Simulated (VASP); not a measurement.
Here is a VASP 6.6.1 calculation.

File POSCAR:

```
SiC
1.0
    3.0775549631      0.0000000000      0.0000000000
   -1.5387774815      2.6652407796      0.0000000000
    0.0000000000      0.0000000000     10.0767216786
Si C
4 4
Direct
    0.6666666667      0.3333333333      0.9378415298
    0.3333333333      0.6666666667      0.4378415298
    0.0000000000      0.0000000000      0.6878903911
    0.0000000000      0.0000000000      0.1878903911
    0.6666666667      0.3333333333      0.7498007691
    0.3333333333      0.6666666667      0.2498007691
    0.0000000000      0.0000000000      0.5004663101
    0.0000000000      0.0000000000      0.0004663101
```

The input INCAR.step1:

```
SYSTEM = SiC
ALGO     = Normal         ! electronic algorithm
EDIFF    = 1E-5           ! SCF threshold, eV
ENCUT    = 520            ! plane-wave cutoff, eV
GGA      = PE             ! functional
ISIF     = 2              ! what is computed and relaxed
ISMEAR   = 0              ! smearing method
LASPH    = .TRUE.         ! aspherical terms in the spheres
LCHARG   = .FALSE.        ! write CHGCAR
LREAL    = .FALSE.        ! projectors in reciprocal space
LWAVE    = .TRUE.         ! write WAVECAR
NBANDS   = 26             ! bands
NELM     = 100            ! most SCF steps
PREC     = Accurate       ! precision mode
SIGMA    = 0.01           ! smearing width, eV
```

Contents of INCAR.step2:

```
SYSTEM = SiC
ALGO     = Normal         ! electronic algorithm
EDIFF    = 1E-6           ! SCF threshold, eV
ENCUT    = 520            ! plane-wave cutoff, eV
GGA      = PE             ! functional
HFSCREEN = 0.2079         ! screening, 1/A
ISIF     = 2              ! what is computed and relaxed
ISMEAR   = 0              ! smearing method
ISTART   = 1            
LASPH    = .TRUE.         ! aspherical terms in the spheres
LCHARG   = .FALSE.        ! write CHGCAR
LHFCALC  = .TRUE.         ! exact exchange
LREAL    = .FALSE.        ! projectors in reciprocal space
LWAVE    = .FALSE.        ! write WAVECAR
NBANDS   = 26             ! bands
NELM     = 100            ! most SCF steps
PREC     = Accurate       ! precision mode
PRECFOCK = Fast         
SIGMA    = 0.01           ! smearing width, eV
```

The input KPOINTS:

```
k-points
0
G
  6 6 2
  0 0 0
```

Potentials or basis: VASP PAW PBE potentials, release 64 (Si, C).

Launch:

```console
$ cat potpaw_PBE.64/Si/POTCAR potpaw_PBE.64/C/POTCAR > POTCAR
$ cp INCAR.step1 INCAR
$ mpirun -np 1 vasp_std > vasp.out
$ cp INCAR.step2 INCAR
$ mpirun -np 1 vasp_std > vasp.out
```

(1) What does it give for the largest force?

(2) Estimate the pressure.

(3) Predict the band gap on the k mesh.

Results:

(1) 0.015 eV/Å.

(2) -1.5 GPa.

(3) 3.14 eV (least direct gap 4.38 eV).

Caveat: the PAW data sets were made with another functional, which shifts forces and pressure a little.
